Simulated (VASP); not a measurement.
# Li2Se: elastic constants with PBEsol

Crystal: Li2Se.

```xyz
3
Lattice="0.0000 2.9724 2.9724 2.9724 0.0000 2.9724 2.9724 2.9724 0.0000" Properties=species:S:1:pos:R:3 pbc="T T T"
Li    1.4862    1.4862    1.4862
Li    4.4586    4.4586    4.4586
Se    0.0000    0.0000    0.0000
```

* Program: VASP 6.6.1
* Task: elastic constants
* Functional: PBEsol
* Potentials or basis: VASP PAW PBE potentials, release 64 (Li_sv, Se)
* Cutoff: 750 eV
* k mesh: 6 × 6 × 6
* Occupations: gaussian, width 0.01 eV
* Spin: no spin polarisation
* Dipole correction: no
* Ions in elastic constants: relaxed
* Further INCAR settings: ALGO = Normal; EDIFF = 1e-08; IBRION = 6; POTIM = 0.015; NSW = 1; ISIF = 3

| Property | Result |
| --- | --- |
| Elastic constants C11, C12, C44 | 69, 19, 29 GPa |
| Voigt bulk modulus | 36 GPa |
| Highest phonon frequency at Γ, LO-TO splitting left out | 351 cm⁻¹ |

Phonon frequencies in cm⁻¹ (negative: imaginary):
| q point | frequencies |
| --- | --- |
| (0.000, 0.000, 0.000) | 0 0 0 287 287 287 351 351 351 |

Elastic tensor in Voigt notation (GPa, in the Cartesian axes of the cell as first typed):
```
69 19 19  0  0  0
19 69 19  0  0  0
19 19 69  0  0  0
 0  0  0 29  0  0
 0  0  0  0 29  0
 0  0  0  0  0 29
```

Clamped-ion elastic tensor (GPa):
```
69 19 19  0  0  0
19 69 19  0  0  0
19 19 69  0  0  0
 0  0  0 33  0  0
 0  0  0  0 33  0
 0  0  0  0  0 33
```

Wall time 4.5 min on 1 thread of Intel(R) Xeon(R) 6975P-C (Granite Rapids), on a shared host, peak memory 0.31 GiB.

Caveat: the PAW data sets were made with another functional, which shifts forces and pressure a little.
